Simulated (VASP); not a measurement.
A run of VASP 6.6.1 is set up as follows.

File INCAR:

```
PREC     = Accurate       # precision mode
ENCUT    = 520            # plane-wave cutoff, eV
EDIFF    = 1E-6           # SCF threshold, eV
ISMEAR   = 0              # smearing method
SIGMA    = 0.1            # smearing width, eV
LREAL    = False          # projectors in reciprocal space
LASPH    = True           # aspherical terms in the spheres
NELM     = 60             # most SCF steps
ALGO     = Normal         # electronic algorithm
ISIF     = 2              # what is computed and relaxed
LWAVE    = False          # write WAVECAR
LCHARG   = False          # write CHGCAR
GGA      = PE             # functional
NBANDS   = 30             # bands
```

KPOINTS

```
Automatic mesh
0
Gamma
  6 6 2
```

File POSCAR:

```
BiSb3O2
1.0
    3.1540823872      0.0000000000      0.0000000000
    0.0000000000      3.1540823872      0.0000000000
    0.0000000000      0.0000000000     12.2816129932
Sb Bi O
3 1 2
Direct
    0.0000000000      0.0000000000      0.7130087276
    0.0000000000      0.0000000000      0.2869912724
    0.5000000000      0.5000000000      0.5000000000
    0.0000000000      0.0000000000      0.0000000000
    0.5000000000      0.5000000000      0.8928435413
    0.5000000000      0.5000000000      0.1071564587
```

Potentials or basis: VASP PAW PBE potentials, release 64 (Sb, Bi_d, O).

Launch:

```bash
$ cat potpaw_PBE.64/Sb/POTCAR potpaw_PBE.64/Bi_d/POTCAR potpaw_PBE.64/O/POTCAR > POTCAR
$ mpirun -np 1 vasp_std > vasp.out
```

Question: Estimate the band gap on the k mesh.

Answer: Zero (bands 21 and 22 overlap by 3.67 eV).

Question: Estimate the pressure.

Answer: -0.4 GPa.

Question: Predict the largest force.

Answer: 0.014 eV/Å.

Forces in eV/Å, atoms in the order of the input:
```
Sb   0.000  0.000  0.010
Sb   0.000  0.000 -0.010
Sb   0.000  0.000  0.000
Bi   0.000  0.000  0.000
O    0.000  0.000  0.014
O    0.000  0.000 -0.014
```

Caveat: spin-orbit coupling is left out, which moves the levels of the heavy elements.
